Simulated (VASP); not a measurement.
# Si2Ge3 (P4mm) in VASP: a series of runs

Runs on Si2Ge3. Level: PBE. Tasks: single point, relaxation of cell and atoms.

All numbers are computed with VASP 6.6.1; they aren't measurements. Logs are shortened: lines on timing, memory, paths and dates and some standing lists are left out, and cuts for length are marked.

### Step 1. The cell of the first run

The structure is tetragonal, space group P4mm (No. 99). Conventional cell: a = 3.791 Å, b = 3.791 Å, c = 5.584 Å, α = 90.00°, β = 90.00°, γ = 90.00°. Si (site symmetry 4mm) has 6 Ge at 2.43 to 3.08 Å within 3.2 Å. Si (site symmetry 4mm) has 8 Ge at 2.52 to 2.68 Å within 3.3 Å. Ge (site symmetry 2mm) has 4 Si at 2.43 to 2.52 Å and 6 Ge at 2.45 to 2.68 Å within 3.2 Å. Within 3.2 Å of Ge (site symmetry 4mm) lie 4 Ge at 2.45 Å and 6 Si at 2.51 to 3.08 Å.

The cell was built from a structure type or drawn by symmetry, and may not be a known phase.

### Step 2. Single point, PBE

The input, INCAR:

```
SYSTEM = Si2Ge3
PREC = Accurate ; ENCUT = 520
EDIFF = 1E-6 ; ISMEAR = 0
SIGMA = 0.1 ; LREAL = .False.
LASPH = .True. ; NELM = 100
ALGO = Normal ; ISIF = 2
LWAVE = .False. ; LCHARG = .False.
GGA = PE ; NBANDS = 33
```

The input, KPOINTS:

```
regular mesh
0
Gamma
  4 4 4
  0 0 0
```

The input, POSCAR:

```
Si2Ge3
1.0
    3.7913843600      0.0000000000      0.0000000000
    0.0000000000      3.7913843600      0.0000000000
    0.0000000000      0.0000000000      5.5842497900
Si Ge
2 3
Direct
    0.0000000000      0.0000000000      0.7211286400
    0.5000000000      0.5000000000      0.2898103300
    0.5000000000      0.0000000000      0.9934612500
    0.0000000000      0.5000000000      0.9934612500
    0.0000000000      0.0000000000      0.2721384500
```

Potentials or basis: VASP PAW PBE potentials, release 64 (Si, Ge_d).

Command:

```console
> cat potpaw_PBE.64/Si/POTCAR potpaw_PBE.64/Ge_d/POTCAR > POTCAR
> mpirun -np 1 vasp_std > vasp.out
```

OUTCAR:

```text
SYSTEM = Si2Ge3
   PREC = Accurate
   ENCUT = 520
   EDIFF = 1E-6
   ISMEAR = 0
   LREAL = .False.
   LASPH = .True.
   NELM = 100
   ISIF = 2
   GGA = PE

 ion  position               nearest neighbor table
   1  0.000  0.000  0.721-   3 2.43   4 2.43   4 2.43   3 2.43   5 2.51
   2  0.500  0.500  0.290-   3 2.52   4 2.52   3 2.52   4 2.52   5 2.68   5 2.68   5 2.68   5 2.68

   3  0.500  0.000  0.993-   1 2.43   1 2.43   5 2.45   5 2.45   2 2.52   2 2.52   4 2.68   4 2.68
                             4 2.68   4 2.68
   4  0.000  0.500  0.993-   1 2.43   1 2.43   5 2.45   5 2.45   2 2.52   2 2.52   3 2.68   3 2.68
                             3 2.68   3 2.68
   5  0.000  0.000  0.272-   3 2.45   4 2.45   4 2.45   3 2.45   1 2.51   2 2.68   2 2.68   2 2.68
                             2 2.68

  LATTYP: Found a simple tetragonal cell.
 ALAT       =     3.7913843600
 C/A-ratio  =     1.4728788379

  Lattice vectors:

 A1 = (   3.7913843600,   0.0000000000,   0.0000000000)
 A2 = (   0.0000000000,   3.7913843600,   0.0000000000)
 A3 = (   0.0000000000,   0.0000000000,   5.5842497900)

Analysis of symmetry for initial positions (statically):
=====================================================================
 Subroutine PRICEL returns:
 Original cell was already a primitive cell.

 Routine SETGRP: Setting up the symmetry group for a
 simple tetragonal supercell.

 Subroutine GETGRP returns: Found  8 space group operations
 (whereof  8 operations were pure point group operations)
 out of a pool of 16 trial point group operations.

The static configuration has the point symmetry C_4v.

Analysis of symmetry for dynamics (positions and initial velocities):
=====================================================================
 Subroutine PRICEL returns:
 Original cell was already a primitive cell.

 Routine SETGRP: Setting up the symmetry group for a
 simple tetragonal supercell.

 Subroutine GETGRP returns: Found  8 space group operations
 (whereof  8 operations were pure point group operations)
 out of a pool of 16 trial point group operations.

The dynamic configuration has the point symmetry C_4v.

 Subroutine INISYM returns: Found  8 space group operations
 (whereof  8 operations are pure point group operations),
 and found     1 'primitive' translations

----------------------------------------------------------------------------------------

                                     Primitive cell

  volume of cell :      80.2713

  direct lattice vectors                    reciprocal lattice vectors
     3.791384360  0.000000000  0.000000000     0.263755902  0.000000000  0.000000000
     0.000000000  3.791384360  0.000000000     0.000000000  0.263755902  0.000000000
     0.000000000  0.000000000  5.584249790     0.000000000  0.000000000  0.179075084

  length of vectors
     3.791384360  3.791384360  5.584249790     0.263755902  0.263755902  0.179075084

  position of ions in fractional coordinates (direct lattice)
     0.000000000  0.000000000  0.721128640
     0.500000000  0.500000000  0.289810330
     0.500000000  0.000000000  0.993461250
     0.000000000  0.500000000  0.993461250
     0.000000000  0.000000000  0.272138450

  ion indices of the primitive-cell ions
   primitive index   ion index
                 1           1
                 2           2
                 3           3
                 4           4
                 5           5

----------------------------------------------------------------------------------------

 KPOINTS: regular mesh

Automatic generation of k-mesh.
 Grid dimensions read from file:
 generate k-points for:    4    4    4

 Generating k-lattice:

  Cartesian coordinates                     Fractional coordinates (reciprocal lattice)
     0.065938975  0.000000000  0.000000000     0.250000000  0.000000000  0.000000000
     0.000000000  0.065938975  0.000000000     0.000000000  0.250000000  0.000000000
     0.000000000  0.000000000  0.044768771     0.000000000  0.000000000  0.250000000

  Length of vectors
     0.065938975  0.065938975  0.044768771

  Shift w.r.t. Gamma in fractional coordinates (k-lattice)
     0.000000000  0.000000000  0.000000000

 Subroutine IBZKPT returns following result:
 ===========================================

 Found     18 irreducible k-points:

 Following reciprocal coordinates:
            Coordinates               Weight
  0.000000  0.000000  0.000000      1.000000
  0.250000  0.000000  0.000000      4.000000
  0.500000  0.000000  0.000000      2.000000
  0.250000  0.250000  0.000000      4.000000
  0.500000  0.250000  0.000000      4.000000
  0.500000  0.500000  0.000000      1.000000
[... 10 lines left out ...]
  0.500000  0.250000  0.500000      4.000000
  0.500000  0.500000  0.500000      1.000000
   k-points           NKPTS =     18   k-points in BZ     NKDIM =     18   number of bands    NBANDS=     33
   number of dos      NEDOS =    301   number of ions     NIONS =      5
   total plane-waves  NPLWV =  32928
   dimension x,y,z NGX =    28 NGY =   28 NGZ =   42
   dimension x,y,z NGXF=    56 NGYF=   56 NGZF=   84
   ions per type =               2   3
   NGX,Y,Z   is equivalent  to a cutoff of  12.28, 12.28, 12.50 a.u.
   NGXF,Y,Z  is equivalent  to a cutoff of  24.56, 24.56, 25.01 a.u.
 SYSTEM =  Si2Ge3
   PREC   = accura    normal or accurate (medium, high low for compatibility)
   ISTART =      0    job   : 0-new  1-cont  2-samecut
   ICHARG =      2    charge: 1-file 2-atom 10-const
   ISPIN  =      1    spin polarized calculation?
   LNONCOLLINEAR =      F non collinear calculations
   LSORBIT =      F    spin-orbit coupling
   LASPH  =      T    aspherical Exc in radial PAW
   ENCUT  =  520.0 eV  38.22 Ry    6.18 a.u.   7.05  7.05 10.38*2*pi/ulx,y,z
   NELM   =    100;   NELMIN=  2; NELMDL= -5     # of ELM steps
   EDIFF  = 0.1E-05   stopping-criterion for ELM
   LREAL  =      F    real-space projection
   EDIFFG = 0.1E-04   stopping-criterion for IOM
   NSW    =      0    number of steps for IOM
   IBRION =     -1    ionic relax: 0-MD 1-quasi-New 2-CG
   NFREE  =      0    steps in history (QN), initial steepest desc. (CG)
   ISIF   =      2    stress and relaxation
   ISYM   =      2    0-nonsym 1-usesym 2-fastsym
   POTIM  = 0.5000    time-step for ionic-motion
   TEBEG  =    0.0;   TEEND  =   0.0 temperature during run
   PSTRESS=    0.0 pullay stress
   NELECT =      50.0000    total number of electrons
   NUPDOWN=      -1.0000    fix difference up-down
   EMIN   =  10.00;   EMAX   =-10.00  energy-range for DOS
   EFERMI =   0.00;   METHOD = LEGACY
   ISMEAR =     0;   SIGMA  =   0.10  broadening in eV -4-tet -1-fermi 0-gaus
   EFERMI_NEDOS =   21; number of points for ismear=-14 and -15
   IALGO  =     38    algorithm
   IMIX   =      4    mixing-type and parameters
     AMIX     =   0.40;   BMIX     =  1.00
     AMIX_MAG =   1.60;   BMIX_MAG =  1.00
  volume/ion in A,a.u.               =      16.05       108.34
  Fermi-wavevector in a.u.,A,eV,Ry     =   1.398121  2.642065 26.595874  1.954742
  Thomas-Fermi vector in A             =   2.521310
   LORBIT       =      0    0 simple, 1 ext, 2 COOP (PROOUT), +10 PAW based schemes
   GGA     = PE    functional components
   LHFCALC =     F    Hartree Fock is set to
   AEXX    =    0.0000 exact exchange contribution
   IVDW    =     0    specifies the selected vdW correction
   LEPSILON=     F    determine dielectric tensor
   LRPA    =     F    only Hartree local field effects (RPA)
 non-spin polarized calculation
 Gauss-broadening in eV      SIGMA  =   0.10
  energy-cutoff  :      520.00
  volume of cell :       80.27
 maximum number of plane-waves:      2176
   NGX = 15   NGY = 15   NGZ = 21

 number of electron      49.9999959 magnetization

 Free energy of the ion-electron system (eV)
  ---------------------------------------------------
  ext. energy  EPLUGINS =         0.00000000
  ---------------------------------------------------
  free energy    TOTEN  =       -18.57256387 eV

  energy without entropy =      -18.56302677  energy(sigma->0) =      -18.56779532

 E-fermi :   8.8996     XC(G=0): -11.2881

 val. band max:        8.8932358976   @ k =   0.5000   0.5000   0.5000
 cond. band min:       8.9782790191   @ k =   0.5000   0.0000   0.2500
 fundamental gap:      0.0850431214
 Fermi energy:         8.8996470649

 k-point     1 :       0.0000    0.0000    0.0000
  band No.  band energies     occupation
      1     -16.8474      2.00000
      2     -16.8207      2.00000
      3     -16.7793      2.00000
      4     -16.7793      2.00000
      5     -16.6842      2.00000
      6     -16.6481      2.00000
[... 25 lines left out ...]
     32      13.2113      0.00000
     33      14.5010      0.00000

 k-point     2 :       0.2500    0.0000    0.0000
  band No.  band energies     occupation
      1     -16.8052      2.00000
      2     -16.7943      2.00000
      3     -16.7656      2.00000
      4     -16.7413      2.00000
      5     -16.6589      2.00000
      6     -16.6569      2.00000
[... 25 lines left out ...]
     32      13.9324      0.00000
     33      14.4792      0.00000

 k-point     3 :       0.5000    0.0000    0.0000
  band No.  band energies     occupation
      1     -16.7741      2.00000
      2     -16.7225      2.00000
      3     -16.7194      2.00000
      4     -16.6951      2.00000
      5     -16.6861      2.00000
      6     -16.6441      2.00000
[... 25 lines left out ...]
     32      13.9218      0.00000
     33      14.7259      0.00000

 k-point     4 :       0.2500    0.2500    0.0000
  band No.  band energies     occupation
      1     -16.8072      2.00000
      2     -16.7568      2.00000
      3     -16.7474      2.00000
      4     -16.7192      2.00000
      5     -16.6676      2.00000
      6     -16.6500      2.00000
[... 457 lines left out ...]
     32      13.1967      0.00000
     33      14.3439      0.00000

 k-point    17 :       0.5000    0.2500    0.5000
  band No.  band energies     occupation
      1     -16.7739      2.00000
      2     -16.7394      2.00000
      3     -16.7116      2.00000
      4     -16.7002      2.00000
      5     -16.6860      2.00000
      6     -16.6704      2.00000
[... 25 lines left out ...]
     32      14.4274      0.00000
     33      14.9523      0.00000

 k-point    18 :       0.5000    0.5000    0.5000
  band No.  band energies     occupation
      1     -16.7606      2.00000
      2     -16.7606      2.00000
      3     -16.7099      2.00000
      4     -16.7052      2.00000
      5     -16.6954      2.00000
      6     -16.6881      2.00000
[... 25 lines left out ...]
     32      16.1957      0.00000
     33      17.0905      0.00000

------------------------ aborting loop because EDIFF is reached ----------------------------------------

  FORCE on cell =-STRESS in cart. coord.  units (eV):
  Direction    XX          YY          ZZ          XY          YZ          ZX
  --------------------------------------------------------------------------------------
  -------------------------------------------------------------------------------------
  Total       16.9026114     16.9026114     17.8177918      0.0000000     -0.0000000      0.0000000
  in kB      337.3680300    337.3680300    355.6345914      0.0000000     -0.0000000      0.0000000
  external PRESSURE =     343.4568838 kB  Pullay stress =       0.0000000 kB

 VOLUME and BASIS-vectors are now :
 -----------------------------------------------------------------------------
  energy-cutoff  :      520.00
  volume of cell :       80.27
      direct lattice vectors                 reciprocal lattice vectors
     3.791384360  0.000000000  0.000000000     0.263755902  0.000000000  0.000000000
     0.000000000  3.791384360  0.000000000     0.000000000  0.263755902  0.000000000
     0.000000000  0.000000000  5.584249790     0.000000000  0.000000000  0.179075084

 POSITION                                       TOTAL-FORCE (eV/Angst)
 -----------------------------------------------------------------------------------
      0.00000      0.00000      4.02696        -0.000000     -0.000000     -2.150804
      1.89569      1.89569      1.61837        -0.000000      0.000000      3.064079
      1.89569      0.00000      5.54774        -0.000000     -0.000000     -3.390907
      0.00000      1.89569      5.54774        -0.000000     -0.000000     -3.390907
      0.00000      0.00000      1.51969         0.000000     -0.000000      5.868540
 -----------------------------------------------------------------------------------
    total drift:                                0.000000     -0.000000      0.000119

  FREE ENERGIE OF THE ION-ELECTRON SYSTEM (eV)
  ---------------------------------------------------
  free  energy   TOTEN  =       -18.5725638745 eV

  energy  without entropy=      -18.5630267731  energy(sigma->0) =      -18.56779532
```

It took 37 s on 1 thread of Intel Xeon Platinum 8559C (Emerald Rapids), shared host; peak memory 0.19 GiB.

What came out:

- Free energy: -18.5726 eV
- Pressure: 34.3 GPa
- Largest force: 5.869 eV/Å
- Band gap on the k mesh: zero (bands 25 and 26 overlap by 1.67 eV)

Forces in eV/Å, atoms in the order of the input:
```
Si   0.000  0.000 -2.151
Si   0.000  0.000  3.064
Ge   0.000  0.000 -3.391
Ge   0.000  0.000 -3.391
Ge   0.000  0.000  5.869
```

Levels at points of the mesh, in eV from the Fermi level:
```csv
k point,band 22,band 23,band 24,band 25,band 26,band 27,band 28,band 29
"(0.00, 0.00, 0.00)",-4.72,-0.85,-0.85,-0.15,0.18,1.86,1.86,2.03
"(0.50, 0.00, 0.00)",-3.95,-2.94,-2.86,-1.92,0.82,2.12,2.91,3.70
"(0.50, 0.50, 0.00)",-5.43,-5.43,-3.62,-1.48,-1.48,0.23,6.42,7.23
"(0.00, 0.00, 0.50)",-4.01,-3.31,-1.93,-1.93,-0.37,-0.05,3.14,3.14
"(0.50, 0.00, 0.50)",-2.85,-2.54,-1.93,-1.39,-1.29,-0.46,1.43,1.76
"(0.50, 0.50, 0.50)",-6.28,-4.38,-0.89,-0.01,1.80,1.80,2.83,3.15
```

Caveat: the k points lie up to 0.41 Å⁻¹ apart, too coarse for converged energies and pressures of a metal; forces of over 1 eV/Å act on the atoms, so gaps and moduli don't describe the material at rest.

### Step 3. Single point, PBE

This run uses another cell than the first one, of 21.54 Å³/atom.

The input, INCAR:

```
  PREC = Accurate
  ENCUT = 520
  EDIFF = 1E-6
  ISMEAR = 0
  SIGMA = 0.1
  LREAL = False
  LASPH = True
  NELM = 100
  ALGO = Normal
  ISIF = 2
  LWAVE = False
  LCHARG = False
  GGA = PE
  NBANDS = 33
```

The input, KPOINTS:

```
Automatic mesh
0
Gamma
  4 4 4
```

The input, POSCAR:

```
Si2Ge3
1.0
    4.0761251450      0.0000000000      0.0000000000
    0.0000000000      4.0761251450      0.0000000000
    0.0000000000      0.0000000000      6.4831572154
Si Ge
2 3
Direct
    0.0000000000      0.0000000000      0.7326196612
    0.5000000000      0.5000000000      0.2507804155
    0.5000000000      0.0000000000      0.9669792464
    0.0000000000      0.5000000000      0.9669792464
    0.0000000000      0.0000000000      0.3526413504
```

Potentials or basis: VASP PAW PBE potentials, release 64 (Si, Ge_d).

Command:

```console
> cat potpaw_PBE.64/Si/POTCAR potpaw_PBE.64/Ge_d/POTCAR > POTCAR
> mpirun -np 1 vasp_std > vasp.out
```

It took 50 s on 1 thread of Intel Xeon Platinum 8559C (Emerald Rapids), shared host; peak memory 0.22 GiB.

It converged, with:

```yaml
Free_energy: -21.8925 eV
Pressure: 0.0 GPa
Largest_force: 0.008 eV/Å
Band_gap_on_the_k_mesh: zero (bands 25 and 26 overlap by 1.94 eV)
```

Forces on the atoms (eV/Å):
```
Si   0.000  0.000  0.003
Si   0.000  0.000  0.007
Ge   0.000  0.000 -0.001
Ge   0.000  0.000 -0.001
Ge   0.000  0.000 -0.008
```

Levels at points of the mesh, in eV from the Fermi level:
```csv
k point,band 21,band 22,band 23,band 24,band 25,band 26,band 27,band 28,band 29,band 30
"(0.00, 0.00, 0.00)",-3.84,-2.99,-0.79,-0.50,-0.50,0.84,1.09,1.52,1.52,3.20
"(0.50, 0.00, 0.00)",-3.00,-2.14,-1.31,-1.28,-0.37,1.07,1.30,2.37,2.67,2.72
"(0.50, 0.50, 0.00)",-4.31,-3.84,-3.84,-3.17,-1.42,-1.42,1.07,4.35,5.35,6.44
"(0.00, 0.00, 0.50)",-3.69,-3.69,-1.87,-1.29,-1.29,0.81,0.86,3.16,3.16,3.28
"(0.50, 0.00, 0.50)",-2.94,-1.95,-1.58,-1.24,-0.80,-0.13,0.35,1.74,2.09,2.41
"(0.50, 0.50, 0.50)",-4.47,-4.47,-3.46,-1.79,-0.06,0.57,0.57,2.35,2.72,2.72
```

Caveat: the k points lie up to 0.39 Å⁻¹ apart, too coarse for converged energies and pressures of a metal.

[end of part 1 of 2]
